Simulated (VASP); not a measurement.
Input of a VASP 6.6.1 run:

INCAR

```
PREC = Accurate ; ENCUT = 520
EDIFF = 1E-6 ; ISMEAR = -1
SIGMA = 0.02 ; LREAL = Auto
LASPH = T ; NELM = 80
ALGO = Normal ; ISIF = 2
LWAVE = F ; LCHARG = T
GGA = PE ; IVDW = 12
LELF = T ; LVHAR = T
NBANDS = 66
```

The input KPOINTS:

```
Automatic mesh
0
Gamma
  1 1 1
```

The input POSCAR:

```
H4CO
1.0
    7.3803230000      0.0000000000      0.0000000000
    0.0000000000      7.3803230000      0.0000000000
    0.0000000000      0.0000000000      7.3803230000
C O H
6 6 24
Direct
    0.4006735207      0.9114370740      0.5140967408
    0.0846710910      0.8340420873      1.0850202627
    0.8153979169      0.2568722263      0.7379080834
    0.8161024931      0.4531779978      0.1731360538
    0.3298907107      0.2295969973      0.9498906755
    0.3771786140      0.4234232025      0.5002626579
    0.5654766058      0.8372126803      0.5695550181
    0.2384719476      0.7243178923      1.1433103944
    0.7373390026      0.1390318554      0.5950146084
    0.7655491501      0.2662485097      0.1871733798
    0.4141417659      0.1464976533      1.0995724713
    0.2037173712      0.4837999638      0.4671204770
    0.4050229238      1.0392499082      0.4193176911
    0.6452834110      0.9373844478      0.6124257705
    0.3323838266      0.8004392220      0.4434358767
    0.2966672326      0.9365985743      0.6266392406
    0.0236304021      0.7350762290      0.9831141537
    0.3244979928      0.8000462852      1.2028199850
   -0.0100266614      0.8839315027      1.1995680948
    0.1432457631      0.9378857809      1.0082214559
    0.7095895396      0.3166257087      0.8385134363
    0.7415935590      0.2004383819      0.4698439350
    0.8900965446      0.1545460815      0.8121866753
    0.9247562742      0.3469360352      0.6907827747
    0.9457174164      0.4570260678      0.2422658195
    0.6403513776      0.2323340049      0.1457524285
    0.8571576068      0.4916045002      0.0339416039
    0.7306048800      0.5620214725      0.2381874072
    0.3781406315      0.1345740559      0.8387708776
    0.3468005398      0.1899510360      1.2015598775
    0.1794501406      0.2315345819      0.9545652677
    0.3875033654      0.3625586577      0.9199868353
    0.4154696210      0.2947838462      0.4261873091
    0.2162235989      0.5453826343      0.3541985900
    0.4830953876      0.5213050974      0.4557930595
    0.4035595732      0.4002941335      0.6403920262
```

Potentials or basis: VASP PAW PBE potentials, release 64 (C, O, H).

Launch:

```sh
$ cat potpaw_PBE.64/C/POTCAR potpaw_PBE.64/O/POTCAR potpaw_PBE.64/H/POTCAR > POTCAR
$ mpirun -np 1 vasp_gam > vasp.out
```

(1) Predict the band gap on the k mesh.

(2) Estimate the pressure.

(3) Estimate the dispersion energy per atom.

(4) Predict the largest force.

Results:

(1) 4.55 eV.

(2) -0.5 GPa.

(3) -0.035 eV.

(4) 2.766 eV/Å.

Caveat: the k points lie up to 0.85 Å⁻¹ apart; the atoms stand as in a frame of molecular dynamics.
